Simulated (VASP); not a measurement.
NaCl:

```
Na Cl
1.0
    -0.01194    3.07534    3.07534
     3.07534   -0.01194    3.07534
     3.07534    3.07534   -0.01194
Na Cl
1 1
Direct
  0.99955 0.99955 0.99955
  0.25045 0.25045 0.25045
```

This cell differs from its parent crystal: strain along [111] -0.6%.

Base run:

| Item | Value |
| --- | --- |
| Program | VASP 6.6.1 |
| Functional | r2SCAN |
| Potentials or basis | VASP PAW PBE potentials, release 64 (Na_pv, Cl) |
| Cutoff | 520 eV |
| k mesh | 8 × 8 × 8 |
| Occupations | gaussian, width 0.01 eV |
| Spin | no spin polarisation |

Its results: band gap on the k mesh 5.57 eV, direct; pressure 0.0 GPa.

Problem. The run is repeated on the same cell with these changes: functional from r2SCAN to PBE; occupations from gaussian, width 0.01 eV to fermi-dirac, width 0.02 eV. What comes out?

Solution. Band gap on the k mesh 4.95 eV, direct; pressure 0.8 GPa.

Caveats: the PAW data sets were made with another functional, which shifts forces and pressure a little (some runs).

A k mesh can miss the band edges.
